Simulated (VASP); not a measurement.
# W (a cell with a defect) in VASP: relaxation of the atoms with PBE+D3(BJ)

Aim: the relaxation of the atoms of W (a cell with a defect) with PBE+D3(BJ).

Program: VASP 6.6.1. These are calculated values, not measurements. Logs are shortened: lines on timing, memory, paths and dates and some standing lists are left out, and cuts for length are marked.

## 1. The cell of the first run

The cell holds a defect, 15 atoms: a = 6.320 Å, b = 6.320 Å, c = 6.320 Å, α = 90.00°, β = 90.00°, γ = 90.00°.

## 2. Relaxation of the atoms, PBE+D3(BJ)

INCAR reads:

```
SYSTEM = W
ALGO     = Normal         ! electronic algorithm
EDIFF    = 1E-6           ! SCF threshold, eV
EDIFFG   = -0.03          ! ionic threshold
ENCUT    = 520            ! plane-wave cutoff, eV
GGA      = PE             ! functional
IBRION   = 2              ! ionic algorithm
ISIF     = 2              ! what is computed and relaxed
ISMEAR   = 0              ! smearing method
IVDW     = 12             ! dispersion correction
KPAR     = 4            
LASPH    = .True.         ! aspherical terms in the spheres
LCHARG   = .False.        ! write CHGCAR
LREAL    = Auto         
LWAVE    = .False.        ! write WAVECAR
NELM     = 100            ! most SCF steps
NSW      = 80             ! ionic steps
PREC     = Accurate       ! precision mode
SIGMA    = 0.05           ! smearing width, eV
```

KPOINTS reads:

```
k-points
0
Gamma
  3 3 3
  0 0 0
```

POSCAR reads:

```
W
1.0
    6.3200000000      0.0000000000      0.0000000000
    0.0000000000      6.3200000000      0.0000000000
    0.0000000000      0.0000000000      6.3200000000
W
15
Direct
   -0.2500000000      0.2500000000      0.2500000000
    0.5000000000      0.0000000000      0.0000000000
    0.0000000000      0.5000000000      0.0000000000
    0.0000000000      0.0000000000      0.5000000000
    0.2500000000      0.2500000000      0.2500000000
    0.5000000000      0.5000000000      0.0000000000
    0.5000000000      0.0000000000      0.5000000000
    0.0000000000      0.5000000000      0.5000000000
    0.2500000000      0.7500000000      0.2500000000
    0.2500000000      0.2500000000      0.7500000000
    0.5000000000      0.5000000000      0.5000000000
    0.7500000000      0.7500000000      0.2500000000
    0.7500000000      0.2500000000      0.7500000000
    0.2500000000      0.7500000000      0.7500000000
    0.7500000000      0.7500000000      0.7500000000
```

Potentials or basis: VASP PAW PBE potentials, release 64 (W_sv).

Run with:

```bash
$ cat potpaw_PBE.64/W_sv/POTCAR > POTCAR
$ mpirun -np 4 vasp_std > vasp.out
```

OUTCAR:

```text
SYSTEM = W
   EDIFF = 1E-6
   EDIFFG = -0.03
   ENCUT = 520
   GGA = PE
   IBRION = 2
   ISIF = 2
   ISMEAR = 0
   IVDW = 12
   LASPH = .True.
   LREAL = Auto
   NELM = 100
   NSW = 80
   PREC = Accurate
 IVDW          = 12

 ion  position               nearest neighbor table
   1  0.750  0.250  0.250-   2 2.74   3 2.74   4 2.74   6 2.74   7 2.74   8 2.74  11 2.74   5 3.16
                            12 3.16  13 3.16  13 3.16  12 3.16   5 3.16
   2  0.500  0.000  0.000-   1 2.74   5 2.74   9 2.74  10 2.74  12 2.74  13 2.74  14 2.74  15 2.74
                             6 3.16   7 3.16   7 3.16   6 3.16
   3  0.000  0.500  0.000-   1 2.74   5 2.74   9 2.74  10 2.74  12 2.74  13 2.74  14 2.74  15 2.74
                             6 3.16   8 3.16   8 3.16   6 3.16
   4  0.000  0.000  0.500-   1 2.74   5 2.74   9 2.74  10 2.74  12 2.74  13 2.74  14 2.74  15 2.74
                             7 3.16   8 3.16   8 3.16   7 3.16
   5  0.250  0.250  0.250-   2 2.74   3 2.74   4 2.74   6 2.74   7 2.74   8 2.74  11 2.74   9 3.16
                            10 3.16   1 3.16  10 3.16   9 3.16   1 3.16
   6  0.500  0.500  0.000-   1 2.74   5 2.74   9 2.74  10 2.74  12 2.74  13 2.74  14 2.74  15 2.74
                             2 3.16  11 3.16   3 3.16  11 3.16   2 3.16   3 3.16
   7  0.500  0.000  0.500-   1 2.74   5 2.74   9 2.74  10 2.74  12 2.74  13 2.74  14 2.74  15 2.74
                             2 3.16  11 3.16   4 3.16   2 3.16  11 3.16   4 3.16
   8  0.000  0.500  0.500-   1 2.74   5 2.74   9 2.74  10 2.74  12 2.74  13 2.74  14 2.74  15 2.74
                             3 3.16  11 3.16   4 3.16   3 3.16   4 3.16  11 3.16
   9  0.250  0.750  0.250-   2 2.74   3 2.74   4 2.74   6 2.74   7 2.74   8 2.74  11 2.74   5 3.16
                            12 3.16  14 3.16  14 3.16   5 3.16  12 3.16
  10  0.250  0.250  0.750-   2 2.74   3 2.74   4 2.74   6 2.74   7 2.74   8 2.74  11 2.74   5 3.16
                            13 3.16  14 3.16   5 3.16  14 3.16  13 3.16
  11  0.500  0.500  0.500-   1 2.74   5 2.74   9 2.74  10 2.74  12 2.74  13 2.74  14 2.74  15 2.74
                             6 3.16   7 3.16   8 3.16   6 3.16   7 3.16   8 3.16
  12  0.750  0.750  0.250-   2 2.74   3 2.74   4 2.74   6 2.74   7 2.74   8 2.74  11 2.74   9 3.16
                             1 3.16  15 3.16  15 3.16   1 3.16   9 3.16
  13  0.750  0.250  0.750-   2 2.74   3 2.74   4 2.74   6 2.74   7 2.74   8 2.74  11 2.74  10 3.16
                             1 3.16  15 3.16   1 3.16  15 3.16  10 3.16
  14  0.250  0.750  0.750-   2 2.74   3 2.74   4 2.74   6 2.74   7 2.74   8 2.74  11 2.74  10 3.16
                             9 3.16  15 3.16   9 3.16  10 3.16  15 3.16
  15  0.750  0.750  0.750-   2 2.74   3 2.74   4 2.74   6 2.74   7 2.74   8 2.74  11 2.74  12 3.16
                            13 3.16  14 3.16  12 3.16  13 3.16  14 3.16

  LATTYP: Found a simple cubic cell.
 ALAT       =     6.3200000000

  Lattice vectors:

 A1 = (   6.3200000000,   0.0000000000,   0.0000000000)
 A2 = (   0.0000000000,   6.3200000000,   0.0000000000)
 A3 = (   0.0000000000,   0.0000000000,   6.3200000000)

Analysis of symmetry for initial positions (statically):
=====================================================================
 Subroutine PRICEL returns:
 Original cell was already a primitive cell.

 Routine SETGRP: Setting up the symmetry group for a
 simple cubic supercell.

 Subroutine GETGRP returns: Found 48 space group operations
 (whereof 48 operations were pure point group operations)
 out of a pool of 48 trial point group operations.

The static configuration has the point symmetry O_h .

Analysis of symmetry for dynamics (positions and initial velocities):
=====================================================================
 Subroutine PRICEL returns:
 Original cell was already a primitive cell.

 Routine SETGRP: Setting up the symmetry group for a
 simple cubic supercell.

 Subroutine GETGRP returns: Found 48 space group operations
 (whereof 48 operations were pure point group operations)
 out of a pool of 48 trial point group operations.

The dynamic configuration has the point symmetry O_h .

 Subroutine INISYM returns: Found 48 space group operations
 (whereof 48 operations are pure point group operations),
 and found     1 'primitive' translations

----------------------------------------------------------------------------------------

                                     Primitive cell

  volume of cell :     252.4360

  direct lattice vectors                    reciprocal lattice vectors
     6.320000000  0.000000000  0.000000000     0.158227848  0.000000000  0.000000000
     0.000000000  6.320000000  0.000000000     0.000000000  0.158227848  0.000000000
     0.000000000  0.000000000  6.320000000     0.000000000  0.000000000  0.158227848

  length of vectors
     6.320000000  6.320000000  6.320000000     0.158227848  0.158227848  0.158227848

  position of ions in fractional coordinates (direct lattice)
     0.750000000  0.250000000  0.250000000
     0.500000000  0.000000000  0.000000000
     0.000000000  0.500000000  0.000000000
     0.000000000  0.000000000  0.500000000
     0.250000000  0.250000000  0.250000000
     0.500000000  0.500000000  0.000000000
     0.500000000  0.000000000  0.500000000
     0.000000000  0.500000000  0.500000000
     0.250000000  0.750000000  0.250000000
     0.250000000  0.250000000  0.750000000
     0.500000000  0.500000000  0.500000000
     0.750000000  0.750000000  0.250000000
     0.750000000  0.250000000  0.750000000
     0.250000000  0.750000000  0.750000000
     0.750000000  0.750000000  0.750000000

  ion indices of the primitive-cell ions
   primitive index   ion index
                 1           1
                 2           2
                 3           3
                 4           4
                 5           5
                 6           6
                 7           7
                 8           8
                 9           9
                10          10
                11          11
                12          12
                13          13
                14          14
                15          15

----------------------------------------------------------------------------------------

 KPOINTS: k-points

Automatic generation of k-mesh.
 Grid dimensions read from file:
 generate k-points for:    3    3    3

 Generating k-lattice:

  Cartesian coordinates                     Fractional coordinates (reciprocal lattice)
     0.052742616  0.000000000  0.000000000     0.333333333  0.000000000  0.000000000
     0.000000000  0.052742616  0.000000000     0.000000000  0.333333333  0.000000000
     0.000000000  0.000000000  0.052742616     0.000000000  0.000000000  0.333333333

  Length of vectors
     0.052742616  0.052742616  0.052742616

  Shift w.r.t. Gamma in fractional coordinates (k-lattice)
     0.000000000  0.000000000  0.000000000

 Subroutine IBZKPT returns following result:
 ===========================================

 Found      4 irreducible k-points:

 Following reciprocal coordinates:
            Coordinates               Weight
  0.000000  0.000000  0.000000      1.000000
  0.333333  0.000000  0.000000      6.000000
  0.333333  0.333333  0.000000     12.000000
  0.333333  0.333333  0.333333      8.000000
   k-points           NKPTS =      4   k-points in BZ     NKDIM =      4   number of bands    NBANDS=    126
   number of dos      NEDOS =    301   number of ions     NIONS =     15
   total plane-waves  NPLWV = 110592
   dimension x,y,z NGX =    48 NGY =   48 NGZ =   48
   dimension x,y,z NGXF=    96 NGYF=   96 NGZF=   96
   ions per type =              15
   NGX,Y,Z   is equivalent  to a cutoff of  12.63, 12.63, 12.63 a.u.
   NGXF,Y,Z  is equivalent  to a cutoff of  25.25, 25.25, 25.25 a.u.
 SYSTEM =  W
   PREC   = accura    normal or accurate (medium, high low for compatibility)
   ISTART =      0    job   : 0-new  1-cont  2-samecut
   ICHARG =      2    charge: 1-file 2-atom 10-const
   ISPIN  =      1    spin polarized calculation?
   LNONCOLLINEAR =      F non collinear calculations
   LSORBIT =      F    spin-orbit coupling
   LASPH  =      T    aspherical Exc in radial PAW
   ENCUT  =  520.0 eV  38.22 Ry    6.18 a.u.  11.75 11.75 11.75*2*pi/ulx,y,z
   NELM   =    100;   NELMIN=  2; NELMDL= -5     # of ELM steps
   EDIFF  = 0.1E-05   stopping-criterion for ELM
   LREAL  =      T    real-space projection
   EDIFFG = -.3E-01   stopping-criterion for IOM
   NSW    =     80    number of steps for IOM
   IBRION =      2    ionic relax: 0-MD 1-quasi-New 2-CG
   NFREE  =      1    steps in history (QN), initial steepest desc. (CG)
   ISIF   =      2    stress and relaxation
   ISYM   =      2    0-nonsym 1-usesym 2-fastsym
   POTIM  = 0.5000    time-step for ionic-motion
   TEBEG  =    0.0;   TEEND  =   0.0 temperature during run
   PSTRESS=    0.0 pullay stress
   NELECT =     210.0000    total number of electrons
   NUPDOWN=      -1.0000    fix difference up-down
   EMIN   =  10.00;   EMAX   =-10.00  energy-range for DOS
   EFERMI =   0.00;   METHOD = LEGACY
   ISMEAR =     0;   SIGMA  =   0.05  broadening in eV -4-tet -1-fermi 0-gaus
   EFERMI_NEDOS =   21; number of points for ismear=-14 and -15
   IALGO  =     38    algorithm
   IMIX   =      4    mixing-type and parameters
     AMIX     =   0.40;   BMIX     =  1.00
     AMIX_MAG =   1.60;   BMIX_MAG =  1.00
  volume/ion in A,a.u.               =      16.83       113.57
  Fermi-wavevector in a.u.,A,eV,Ry     =   1.539681  2.909576 32.254225  2.370619
  Thomas-Fermi vector in A             =   2.645875
   LORBIT       =      0    0 simple, 1 ext, 2 COOP (PROOUT), +10 PAW based schemes
   GGA     = PE    functional components
   LHFCALC =     F    Hartree Fock is set to
   AEXX    =    0.0000 exact exchange contribution
   IVDW    =    12    specifies the selected vdW correction
   LEPSILON=     F    determine dielectric tensor
   LRPA    =     F    only Hartree local field effects (RPA)
 conjugate gradient relaxation of ions
 non-spin polarized calculation
 Gauss-broadening in eV      SIGMA  =   0.05
  energy-cutoff  :      520.00
  volume of cell :      252.44
 maximum number of plane-waves:      6859
 NGX is ok and might be reduce to    48
   NGX = 23   NGY = 23   NGZ = 23

--------------------------------------- Ionic step        1  -------------------------------------------

 number of electron     210.0000008 magnetization

 Free energy of the ion-electron system (eV)
  ---------------------------------------------------
  ext. energy  EPLUGINS =         0.00000000
  ---------------------------------------------------
  free energy    TOTEN  =      -190.74646096 eV

  energy without entropy =     -190.71756371  energy(sigma->0) =     -190.73201233

------------------------ aborting loop because EDIFF is reached ----------------------------------------

 Edisp (eV)   -9.80410

 E8    (eV) :    -5.0250

  FORCE on cell =-STRESS in cart. coord.  units (eV):
  Direction    XX          YY          ZZ          XY          YZ          ZX
  --------------------------------------------------------------------------------------
  -------------------------------------------------------------------------------------
  Total      -9.05021    -9.05021    -9.05021     0.00000     0.00000     0.00000
  in kB     -57.44050   -57.44050   -57.44050     0.00000     0.00000     0.00000
  external pressure =      -57.44 kB  Pullay stress =        0.00 kB
[... 87 lines left out ...]
  energy  without entropy=     -200.6067603901  energy(sigma->0) =     -200.61594856

--------------------------------------- Ionic step        3  -------------------------------------------

 number of electron     210.0000005 magnetization

 Free energy of the ion-electron system (eV)
  ---------------------------------------------------
  ext. energy  EPLUGINS =         0.00000000
  ---------------------------------------------------
  free energy    TOTEN  =      -190.81950975 eV

  energy without entropy =     -190.80104866  energy(sigma->0) =     -190.81027920

 E-fermi :  10.2464     XC(G=0): -13.2208

 val. band max:       10.1847900707   @ k =   0.0000   0.0000   0.0000
 cond. band min:      10.2575186351   @ k =   0.3333   0.3333   0.0000
 fundamental gap:      0.0727285644
 Fermi energy:        10.2463698043

 k-point     1 :       0.0000    0.0000    0.0000
  band No.  band energies     occupation
      1     -63.6468      2.00000
      2     -63.5742      2.00000
      3     -63.5742      2.00000
      4     -63.5742      2.00000
      5     -63.5650      2.00000
      6     -63.5650      2.00000
[... 469 lines left out ...]
    116      12.6356      0.00000
    117      12.6356      0.00000
 [bands above 117 left out]

------------------------ aborting loop because EDIFF is reached ----------------------------------------

 Edisp (eV)   -9.80585

 E8    (eV) :    -5.0261

  FORCE on cell =-STRESS in cart. coord.  units (eV):
  Direction    XX          YY          ZZ          XY          YZ          ZX
  --------------------------------------------------------------------------------------
  -------------------------------------------------------------------------------------
  Total     -10.26564   -10.26564   -10.26564     0.00000    -0.00000     0.00000
  in kB     -65.15463   -65.15463   -65.15463     0.00000    -0.00000     0.00000
  external pressure =      -65.15 kB  Pullay stress =        0.00 kB
[... 30 lines left out ...]
  FREE ENERGIE OF THE ION-ELECTRON SYSTEM (eV)
  ---------------------------------------------------
  free  energy   TOTEN  =      -200.6253558911 eV

  energy  without entropy=     -200.6068947972  energy(sigma->0) =     -200.61612534

 reached required accuracy - stopping structural energy minimisation
```

It took 2.6 min on 4 MPI ranks of Oxide Virtual Turin-like, shared host; peak memory 0.38 GiB.

Results:

* Free energy: -200.6254 eV
* Energy gained by relaxing: 5.0 meV/atom
* Ionic steps: 3
* Pressure after relaxing: -6.5 GPa
* Band gap on the k mesh: zero (bands 105 and 106 overlap by 0.01 eV)
* Dispersion energy per atom: -0.654 eV

Step by step:
```csv
step,energy change (eV),largest force (eV/Å),pressure (GPa)
1,0.0000,0.6287,-5.74
2,-0.0746,0.0361,-6.55
3,-0.0748,0.0012,-6.52
```

Final structure:
```cif
data_structure
_symmetry_space_group_name_H-M 'P 1'
_symmetry_Int_Tables_number 1
_cell_length_a 6.3200
_cell_length_b 6.3200
_cell_length_c 6.3200
_cell_angle_alpha 90.000
_cell_angle_beta 90.000
_cell_angle_gamma 90.000
_cell_volume 252.44
loop_
_atom_site_label
_atom_site_type_symbol
_atom_site_fract_x
_atom_site_fract_y
_atom_site_fract_z
_atom_site_occupancy
W1 W 0.75263 0.24737 0.24737 1
W2 W 0.50000 0.00000 0.00000 1
W3 W 0.00000 0.50000 0.00000 1
W4 W 0.00000 0.00000 0.50000 1
W5 W 0.24737 0.24737 0.24737 1
W6 W 0.50000 0.50000 0.00000 1
W7 W 0.50000 0.00000 0.50000 1
W8 W 0.00000 0.50000 0.50000 1
W9 W 0.24737 0.75263 0.24737 1
W10 W 0.24737 0.24737 0.75263 1
W11 W 0.50000 0.50000 0.50000 1
W12 W 0.75263 0.75263 0.24737 1
W13 W 0.75263 0.24737 0.75263 1
W14 W 0.24737 0.75263 0.75263 1
W15 W 0.75263 0.75263 0.75263 1
```

Levels at points of the mesh, in eV from the Fermi level:
```csv
k point,band 101,band 102,band 103,band 104,band 105,band 106,band 107,band 108,band 109,band 110
"(0.00, 0.00, 0.00)",-0.15,-0.15,-0.06,-0.06,-0.06,1.06,1.06,1.06,1.13,1.13
```

Caveat: spin-orbit coupling is left out, which moves the levels of the heavy elements.

The gap in the log of VASP goes by the Fermi energy; the results here count the filled bands.